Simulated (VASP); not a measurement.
# Ag (P6_3/mmc) in VASP: notebook

Ag is run at these levels: r2SCAN; tasks: single point.

All numbers are computed with VASP 6.6.1; they aren't measurements. Logs are shortened: lines on timing, memory, paths and dates and some standing lists are left out, and cuts for length are marked.

## 1. The cell of the first run

Symmetry: P6_3/mmc, No. 194, hexagonal system. The conventional cell has a = 3.013 Å, b = 3.013 Å, c = 4.531 Å, α = 90.00°, β = 90.00°, γ = 120.00°. Within 3.8 Å of Ag (site symmetry -6m2) lie 12 Ag at 2.86 to 3.01 Å.

This isn't the form of Ag at room conditions, which is fcc.

## 2. Single point, r2SCAN

POSCAR reads:

```
Ag
1.0
    3.0125763338      0.0000000000      0.0000000000
   -1.5062881669      2.6089676359      0.0000000000
    0.0000000000      0.0000000000      4.5310000292
Ag
2
Direct
    0.3333333333      0.6666666667      0.2500000000
    0.6666666667      0.3333333333      0.7500000000
```

INCAR.step1 reads:

```
  PREC = Accurate
  ENCUT = 520
  ISMEAR = 0
  SIGMA = 0.15
  LREAL = False
  LASPH = True
  NELM = 80
  NBANDS = 18
  GGA = PE
  ALGO = Normal
  EDIFF = 1E-4
  LWAVE = True
  LCHARG = False
```

INCAR.step2 reads:

```
  PREC = Accurate
  ENCUT = 520
  EDIFF = 1E-6
  ISMEAR = 0
  SIGMA = 0.15
  LREAL = False
  LASPH = True
  NELM = 80
  ALGO = Normal
  ISIF = 2
  LWAVE = False
  LCHARG = False
  METAGGA = R2SCAN
  LMIXTAU = True
  NBANDS = 18
  ISTART = 1
```

KPOINTS reads:

```
regular mesh
0
Gamma
  24 24 12
```

Potentials or basis: VASP PAW PBE potentials, release 64 (Ag).

Launch:

```sh
cat potpaw_PBE.64/Ag/POTCAR > POTCAR
cp INCAR.step1 INCAR
mpirun -np 1 vasp_std > vasp.out
cp INCAR.step2 INCAR
mpirun -np 1 vasp_std > vasp.out
```

OUTCAR:

```text
PREC = Accurate
   ENCUT = 520
   EDIFF = 1E-6
   ISMEAR = 0
   LREAL = False
   LASPH = True
   NELM = 80
   ISIF = 2
   METAGGA = R2SCAN
   ISTART = 1

 ion  position               nearest neighbor table
   1  0.333  0.667  0.250-   2 2.86   2 2.86   2 2.86   2 2.86   2 2.86   2 2.86
   2  0.667  0.333  0.750-   1 2.86   1 2.86   1 2.86   1 2.86   1 2.86   1 2.86

  LATTYP: Found a hexagonal cell.
 ALAT       =     3.0125763338
 C/A-ratio  =     1.5040282891

  Lattice vectors:

 A1 = (   3.0125763338,   0.0000000000,   0.0000000000)
 A2 = (  -1.5062881669,   2.6089676359,   0.0000000000)
 A3 = (   0.0000000000,   0.0000000000,   4.5310000292)

Analysis of symmetry for initial positions (statically):
=====================================================================
 Subroutine PRICEL returns:
 Original cell was already a primitive cell.

 Routine SETGRP: Setting up the symmetry group for a
 hexagonal supercell.

 Subroutine GETGRP returns: Found 24 space group operations
 (whereof 12 operations were pure point group operations)
 out of a pool of 24 trial point group operations.

The static configuration has the point symmetry D_3d.
 The point group associated with its full space group is D_6h.

Analysis of symmetry for dynamics (positions and initial velocities):
=====================================================================
 Subroutine PRICEL returns:
 Original cell was already a primitive cell.

 Routine SETGRP: Setting up the symmetry group for a
 hexagonal supercell.

 Subroutine GETGRP returns: Found 24 space group operations
 (whereof 12 operations were pure point group operations)
 out of a pool of 24 trial point group operations.

The dynamic configuration has the point symmetry D_3d.
 The point group associated with its full space group is D_6h.

 Subroutine INISYM returns: Found 24 space group operations
 (whereof 12 operations are pure point group operations),
 and found     1 'primitive' translations

----------------------------------------------------------------------------------------

                                     Primitive cell

  volume of cell :      35.6124

  direct lattice vectors                    reciprocal lattice vectors
     3.012576334  0.000000000  0.000000000     0.331941796  0.191646686  0.000000000
    -1.506288167  2.608967636  0.000000000     0.000000000  0.383293371  0.000000000
     0.000000000  0.000000000  4.531000029     0.000000000  0.000000000  0.220701830

  length of vectors
     3.012576334  3.012576334  4.531000029     0.383293371  0.383293371  0.220701830

  position of ions in fractional coordinates (direct lattice)
     0.333333333  0.666666667  0.250000000
     0.666666667  0.333333333  0.750000000

  ion indices of the primitive-cell ions
   primitive index   ion index
                 1           1
                 2           2

----------------------------------------------------------------------------------------

 KPOINTS: regular mesh

Automatic generation of k-mesh.
 Grid dimensions read from file:
 generate k-points for:   24   24   12

 Generating k-lattice:

  Cartesian coordinates                     Fractional coordinates (reciprocal lattice)
     0.013830908  0.007985279  0.000000000     0.041666667  0.000000000  0.000000000
     0.000000000  0.015970557  0.000000000     0.000000000  0.041666667  0.000000000
     0.000000000  0.000000000  0.018391819     0.000000000  0.000000000  0.083333333

  Length of vectors
     0.015970557  0.015970557  0.018391819

  Shift w.r.t. Gamma in fractional coordinates (k-lattice)
     0.000000000  0.000000000  0.000000000

 Subroutine IBZKPT returns following result:
 ===========================================

 Found    427 irreducible k-points:

 Following reciprocal coordinates:
            Coordinates               Weight
  0.000000  0.000000  0.000000      1.000000
  0.041667 -0.000000  0.000000      6.000000
  0.083333  0.000000  0.000000      6.000000
  0.125000 -0.000000  0.000000      6.000000
  0.166667  0.000000  0.000000      6.000000
  0.208333 -0.000000  0.000000      6.000000
[... 16 lines left out ...]
  0.416667  0.041667  0.000000     12.000000
  0.458333  0.041667  0.000000     12.000000
 [... further k-points ...]
   k-points           NKPTS =    427   k-points in BZ     NKDIM =    427   number of bands    NBANDS=     18
   number of dos      NEDOS =    301   number of ions     NIONS =      2
   total plane-waves  NPLWV =  20736
   dimension x,y,z NGX =    24 NGY =   24 NGZ =   36
   dimension x,y,z NGXF=    48 NGYF=   48 NGZF=   72
   ions per type =               2
   NGX,Y,Z   is equivalent  to a cutoff of  13.24, 13.24, 13.21 a.u.
   NGXF,Y,Z  is equivalent  to a cutoff of  26.49, 26.49, 26.42 a.u.
 SYSTEM =  unknown system
   PREC   = accura    normal or accurate (medium, high low for compatibility)
   ISTART =      1    job   : 0-new  1-cont  2-samecut
   ICHARG =      0    charge: 1-file 2-atom 10-const
   ISPIN  =      1    spin polarized calculation?
   LNONCOLLINEAR =      F non collinear calculations
   LSORBIT =      F    spin-orbit coupling
   LASPH  =      T    aspherical Exc in radial PAW
   ENCUT  =  520.0 eV  38.22 Ry    6.18 a.u.   5.60  5.60  8.42*2*pi/ulx,y,z
   NELM   =     80;   NELMIN=  2; NELMDL=  0     # of ELM steps
   EDIFF  = 0.1E-05   stopping-criterion for ELM
   LREAL  =      F    real-space projection
   EDIFFG = 0.1E-04   stopping-criterion for IOM
   NSW    =      0    number of steps for IOM
   IBRION =     -1    ionic relax: 0-MD 1-quasi-New 2-CG
   NFREE  =      0    steps in history (QN), initial steepest desc. (CG)
   ISIF   =      2    stress and relaxation
   ISYM   =      2    0-nonsym 1-usesym 2-fastsym
   POTIM  = 0.5000    time-step for ionic-motion
   TEBEG  =    0.0;   TEEND  =   0.0 temperature during run
   PSTRESS=    0.0 pullay stress
   NELECT =      22.0000    total number of electrons
   NUPDOWN=      -1.0000    fix difference up-down
   EMIN   =  10.00;   EMAX   =-10.00  energy-range for DOS
   EFERMI =   0.00;   METHOD = LEGACY
   ISMEAR =     0;   SIGMA  =   0.15  broadening in eV -4-tet -1-fermi 0-gaus
   EFERMI_NEDOS =   21; number of points for ismear=-14 and -15
   IALGO  =     38    algorithm
   IMIX   =      4    mixing-type and parameters
     AMIX     =   0.40;   BMIX     =  1.00
     AMIX_MAG =   1.60;   BMIX_MAG =  1.00
  volume/ion in A,a.u.               =      17.81       120.16
  Fermi-wavevector in a.u.,A,eV,Ry     =   1.394276  2.634800 26.449806  1.944006
  Thomas-Fermi vector in A             =   2.517841
   LORBIT       =      0    0 simple, 1 ext, 2 COOP (PROOUT), +10 PAW based schemes
   METAGGA = R2SCAN    functional components
   LHFCALC =     F    Hartree Fock is set to
   AEXX    =    0.0000 exact exchange contribution
   IVDW    =     0    specifies the selected vdW correction
   LEPSILON=     F    determine dielectric tensor
   LRPA    =     F    only Hartree local field effects (RPA)
 non-spin polarized calculation
 Gauss-broadening in eV      SIGMA  =   0.15
  energy-cutoff  :      520.00
  volume of cell :       35.61
 maximum number of plane-waves:      1001
 NGX is ok and might be reduce to    24

 number of electron      21.9999994 magnetization

 Free energy of the ion-electron system (eV)
  ---------------------------------------------------
  ext. energy  EPLUGINS =         0.00000000
  ---------------------------------------------------
  free energy    TOTEN  =       -42.65777440 eV

  energy without entropy =      -42.65157303  energy(sigma->0) =      -42.65467372

 E-fermi :   7.9008     XC(G=0): -12.6597

 val. band max:        7.8919909061   @ k =   0.1250   0.1250   0.2500
 cond. band min:       7.9303183677   @ k =   0.3333   0.2083   0.1667
 fundamental gap:      0.0383274617
 Fermi energy:         7.9008361517

 k-point     1 :       0.0000    0.0000    0.0000
  band No.  band energies     occupation
      1       0.2155      2.00000
      2       1.4066      2.00000
      3       2.9463      2.00000
      4       2.9463      2.00000
      5       3.1923      2.00000
      6       3.2225      2.00000
[... 10 lines left out ...]
     17      25.8932      0.00000
     18      27.2997      0.00000

 k-point     2 :       0.0417   -0.0000    0.0000
  band No.  band energies     occupation
      1       0.2604      2.00000
      2       1.4283      2.00000
      3       2.9032      2.00000
      4       2.9684      2.00000
      5       3.2056      2.00000
      6       3.2079      2.00000
[... 10 lines left out ...]
     17      26.1728      0.00000
     18      27.2950      0.00000

 k-point     3 :       0.0833    0.0000    0.0000
  band No.  band energies     occupation
      1       0.3930      2.00000
      2       1.4900      2.00000
      3       2.8134      2.00000
      4       3.0335      2.00000
      5       3.1523      2.00000
      6       3.1664      2.00000
[... 10 lines left out ...]
     17      26.5156      0.00000
     18      27.2508      0.00000

 k-point     4 :       0.1250   -0.0000    0.0000
  band No.  band energies     occupation
      1       0.6062      2.00000
      2       1.5802      2.00000
      3       2.7149      2.00000
      4       3.0558      2.00000
      5       3.1037      2.00000
      6       3.1388      2.00000
[... 375 lines left out ...]
      4       2.6285      2.00000
      5       3.3885      2.00000
      6       3.3933      2.00000
[... 10 lines left out ...]
     17      20.2240      0.00000
     18      24.2516      0.00000

 k-point    23 :       0.4167    0.0417    0.0000
  band No.  band energies     occupation
      1       1.4881      2.00000
      2       1.8136      2.00000
      3       1.8428      2.00000
      4       2.5946      2.00000
      5       3.3674      2.00000
      6       3.4991      2.00000
[... 10 lines left out ...]
     17      19.4036      0.00000
     18      24.0290      0.00000

 k-point    24 :       0.4583    0.0417    0.0000
  band No.  band energies     occupation
      1       1.4614      2.00000
      2       1.7681      2.00000
      3       1.8370      2.00000
      4       2.5774      2.00000
      5       3.3546      2.00000
      6       3.5427      2.00000
[... 10 lines left out ...]
     17      18.8582      0.00000
     18      23.9168      0.00000

 [... further k-points ...]

------------------------ aborting loop because EDIFF is reached ----------------------------------------

  FORCE on cell =-STRESS in cart. coord.  units (eV):
  Direction    XX          YY          ZZ          XY          YZ          ZX
  --------------------------------------------------------------------------------------
  -------------------------------------------------------------------------------------
  Total       -0.8390814     -0.8390814      0.5621559      0.0000000     -0.0000000      0.0000000
  in kB      -37.7497317    -37.7497317     25.2910302      0.0000000     -0.0000000      0.0000000
  external PRESSURE =     -16.7361444 kB  Pullay stress =       0.0000000 kB

 VOLUME and BASIS-vectors are now :
 -----------------------------------------------------------------------------
  energy-cutoff  :      520.00
  volume of cell :       35.61
      direct lattice vectors                 reciprocal lattice vectors
     3.012576334  0.000000000  0.000000000     0.331941796  0.191646686  0.000000000
    -1.506288167  2.608967636  0.000000000     0.000000000  0.383293371  0.000000000
     0.000000000  0.000000000  4.531000029     0.000000000  0.000000000  0.220701830

 POSITION                                       TOTAL-FORCE (eV/Angst)
 -----------------------------------------------------------------------------------
     -0.00000      1.73931      1.13275         0.000000     -0.000000      0.000000
      1.50629      0.86966      3.39825        -0.000000      0.000000      0.000000
 -----------------------------------------------------------------------------------
    total drift:                               -0.000000      0.000000     -0.000000

  FREE ENERGIE OF THE ION-ELECTRON SYSTEM (eV)
  ---------------------------------------------------
  free  energy   TOTEN  =       -42.6577743969 eV

  energy  without entropy=      -42.6515730331  energy(sigma->0) =      -42.65467372
```

It took 4 min on 1 thread of Intel Xeon 6975P-C (Granite Rapids), shared host; peak memory 0.34 GiB.

Results:

- Free energy: -42.6578 eV
- Pressure: -1.7 GPa
- Band gap on the k mesh: zero (bands 11 and 12 overlap by 7.43 eV)

Stress tensor (GPa, compression positive):
```
-3.77  0.00  0.00
 0.00 -3.77  0.00
 0.00  0.00  2.53
```

Caveat: the stress differs along the axes, from -4 to 3 GPa; the PAW data sets were made with another functional, which shifts forces and pressure a little.

## 3. Single point, r2SCAN

This run uses another cell than the first one, of the same volume but with other edges.

POSCAR reads:

```
Ag
1.0
    2.8383750075      0.0000000000      0.0000000000
   -1.4191875037      2.4581048619      0.0000000000
    0.0000000000      0.0000000000      5.1042347141
Ag
2
Direct
    0.3333333333      0.6666666667      0.2500000000
    0.6666666667      0.3333333333      0.7500000000
```

INCAR.step1 reads:

```
SYSTEM = Ag
PREC = Accurate
ENCUT = 520
ISMEAR = 0
SIGMA = 0.15
LREAL = .FALSE.
LASPH = .TRUE.
NELM = 60
NBANDS = 18
GGA = PE
ALGO = Normal
EDIFF = 1E-4
LWAVE = .TRUE.
LCHARG = .FALSE.
```

INCAR.step2 reads:

```
SYSTEM = Ag
PREC = Accurate
ENCUT = 520
EDIFF = 1E-7
ISMEAR = 0
SIGMA = 0.15
LREAL = .FALSE.
LASPH = .TRUE.
NELM = 60
ALGO = Normal
ISIF = 2
LWAVE = .FALSE.
LCHARG = .FALSE.
METAGGA = R2SCAN
LMIXTAU = .TRUE.
NBANDS = 18
ISTART = 1
```

KPOINTS reads:

```
Automatic mesh
0
G
  24 24 12
  0 0 0
```

Potentials or basis: VASP PAW PBE potentials, release 64 (Ag).

Launch:

```sh
cat potpaw_PBE.64/Ag/POTCAR > POTCAR
cp INCAR.step1 INCAR
mpirun -np 1 vasp_std > vasp.out
cp INCAR.step2 INCAR
mpirun -np 1 vasp_std > vasp.out
```

Run time: 6.8 min. Hardware: 1 thread of Intel Xeon 6975P-C (Granite Rapids), shared host; peak memory 0.34 GiB.

The run converged. Its results:

- Free energy: -42.6482 eV
- Pressure: -1.4 GPa
- Band gap on the k mesh: zero (bands 11 and 12 overlap by 8.28 eV)

Stress tensor (GPa, compression positive):
```
 1.41  0.00  0.00
 0.00  1.41  0.00
 0.00  0.00 -7.09
```

Levels at points of the mesh, in eV from the Fermi level:
```
           k point  band 7  band 8  band 9  band 10  band 11  band 12  band 13  band 14  band 15  band 16
(0.00, 0.00, 0.00)   -4.85   -4.11   -4.11    -3.46    -3.46    -0.90     2.13    15.85    16.88    18.64
(0.50, 0.00, 0.00)   -3.92   -3.43   -3.10    -3.02     0.38     1.84     6.44     6.83     8.82     9.97
(0.00, 0.00, 0.50)   -4.83   -4.83   -3.72    -3.72    -3.72    -3.72     9.13     9.13    17.22    17.22
(0.50, 0.00, 0.50)   -3.52   -3.52   -3.06    -3.06     0.98     0.98     4.73     4.73    13.05    13.05
```

Caveat: the stress differs along the axes, from -7 to 1 GPa; the PAW data sets were made with another functional, which shifts forces and pressure a little.

## 4. Single point, r2SCAN

This run uses another cell than the first one, of the same volume but with other edges.

POSCAR reads:

```
Ag
1.0
    2.9701400286      0.0000000000      0.0000000000
   -1.4850700143      2.5722167176      0.0000000000
    0.0000000000      0.0000000000      4.6613996094
Ag
2
Direct
    0.3333333333      0.6666666667      0.2500000000
    0.6666666667      0.3333333333      0.7500000000
```

INCAR.step1 reads:

```
PREC = Accurate
ENCUT = 520
ISMEAR = 0
SIGMA = 0.15
LREAL = F
LASPH = T
NELM = 60
NBANDS = 18
GGA = PE
ALGO = Normal
EDIFF = 1E-4
LWAVE = T
LCHARG = F
```

INCAR.step2 reads:

```
PREC = Accurate
ENCUT = 520
EDIFF = 1E-6
ISMEAR = 0
SIGMA = 0.15
LREAL = F
LASPH = T
NELM = 60
ALGO = Normal
ISIF = 2
LWAVE = F
LCHARG = T
METAGGA = R2SCAN
LMIXTAU = T
LELF = T
LVHAR = T
NBANDS = 18
ISTART = 1
```

KPOINTS reads:

```
Automatic mesh
0
Gamma
  24 24 12
```

Launch:

```sh
cat potpaw_PBE.64/Ag/POTCAR > POTCAR
cp INCAR.step1 INCAR
mpirun -np 1 vasp_std > vasp.out
cp INCAR.step2 INCAR
mpirun -np 1 vasp_std > vasp.out
```

Wall time 13 min (1 thread of Intel Xeon 8259CL, shared host); peak memory 0.34 GiB.

The run converged. Its results:

- Free energy: -42.6898 eV
- Pressure: -2.3 GPa
- Band gap on the k mesh: zero (bands 11 and 12 overlap by 7.63 eV)

Stress tensor (GPa, compression positive):
```
-3.57  0.00  0.00
 0.00 -3.57  0.00
 0.00  0.00  0.22
```

Levels at points of the mesh, in eV from the Fermi level:
| k point | band 9 | band 10 | band 11 | band 12 | band 13 | band 14 |
| --- | --- | --- | --- | --- | --- | --- |
| (0.00, 0.00, 0.00) | -4.54 | -3.44 | -3.44 | 0.04 | 3.95 | 15.78 |
| (0.50, 0.00, 0.00) | -3.26 | -3.20 | -0.05 | 1.24 | 7.20 | 7.38 |
| (0.00, 0.00, 0.50) | -3.74 | -3.74 | -3.74 | -3.74 | 12.04 | 12.04 |
| (0.50, 0.00, 0.50) | -3.31 | -3.31 | 0.80 | 0.80 | 4.35 | 4.35 |

Caveat: the PAW data sets were made with another functional, which shifts forces and pressure a little.

## 5. Single point, r2SCAN

This run uses another cell than the first one, of the same volume but with other edges.

POSCAR reads:

```
Ag
1.0
    2.8827317815      0.0000000000      0.0000000000
   -1.4413658908      2.4965189551      0.0000000000
    0.0000000000      0.0000000000      4.9483648444
Ag
2
Direct
    0.3333333333      0.6666666667      0.2500000000
    0.6666666667      0.3333333333      0.7500000000
```

INCAR.step1 reads:

```
PREC = Accurate ; ENCUT = 520
ISMEAR = 0 ; SIGMA = 0.15
LREAL = False ; LASPH = True
NELM = 100 ; NBANDS = 18
GGA = PE ; ALGO = Normal
EDIFF = 1E-4 ; LWAVE = True
LCHARG = False
```

INCAR.step2 reads:

```
PREC = Accurate ; ENCUT = 520
EDIFF = 1E-6 ; ISMEAR = 0
SIGMA = 0.15 ; LREAL = False
LASPH = True ; NELM = 100
ALGO = Normal ; ISIF = 2
LWAVE = False ; LCHARG = False
METAGGA = R2SCAN ; LMIXTAU = True
NBANDS = 18 ; ISTART = 1
```

KPOINTS is that of step 4.

Launch:

```sh
cat potpaw_PBE.64/Ag/POTCAR > POTCAR
cp INCAR.step1 INCAR
mpirun -np 1 vasp_std > vasp.out
cp INCAR.step2 INCAR
mpirun -np 1 vasp_std > vasp.out
```

Wall time 14 min (1 thread of Intel Xeon 8259CL, shared host); peak memory 0.35 GiB.

The run converged. Its results:

```yaml
Free_energy: -42.6909 eV
Pressure: -2.3 GPa
Band_gap_on_the_k_mesh: zero (bands 11 and 12 overlap by 8.06 eV)
```

Stress tensor (GPa, compression positive):
```
-0.97  0.00  0.00
 0.00 -0.97  0.00
 0.00  0.00 -4.87
```

Levels at points of the mesh, in eV from the Fermi level:
```csv
k point,band 7,band 8,band 9,band 10,band 11,band 12,band 13,band 14,band 15,band 16
"(0.00, 0.00, 0.00)",-4.78,-4.24,-4.24,-3.45,-3.45,-0.60,2.74,16.51,16.97,18.47
"(0.50, 0.00, 0.00)",-3.97,-3.35,-3.19,-3.10,0.25,1.66,6.66,6.99,9.03,10.18
"(0.00, 0.00, 0.50)",-4.75,-4.75,-3.73,-3.73,-3.73,-3.73,10.10,10.10,16.86,16.86
"(0.50, 0.00, 0.50)",-3.48,-3.48,-3.14,-3.14,0.92,0.92,4.58,4.58,13.68,13.68
```

Caveat: the PAW data sets were made with another functional, which shifts forces and pressure a little.

## 6. Summary

| cell | gap on the mesh (eV) | pressure (GPa) |
| --- | --- | --- |
| a = 3.013, b = 3.013, c = 4.531 Å, angles 90.0, 90.0, 120.0°, 2 atoms | none | -1.7 |
| a = 2.838, b = 2.838, c = 5.104 Å, angles 90.0, 90.0, 120.0°, 2 atoms | none | -1.4 |
| a = 2.970, b = 2.970, c = 4.661 Å, angles 90.0, 90.0, 120.0°, 2 atoms | none | -2.3 |
| a = 2.883, b = 2.883, c = 4.948 Å, angles 90.0, 90.0, 120.0°, 2 atoms | none | -2.3 |

Alike in all rows: task single point; level r2SCAN; potentials or basis VASP PAW PBE potentials, release 64 (Ag); no spin polarisation; k mesh 24 × 24 × 12; cutoff (eV) 520; smearing gaussian 0.15 eV.

Caveats: the PAW data sets were made with another functional, which shifts forces and pressure a little; the stress differs along the axes, from -4 to 3 GPa (at least some runs); the stress differs along the axes, from -7 to 1 GPa (at least some runs).

Total energies depend on the potentials used, so only differences within one code and one set of settings carry meaning.

The gap in the log of VASP goes by the Fermi energy; the results here count the filled bands.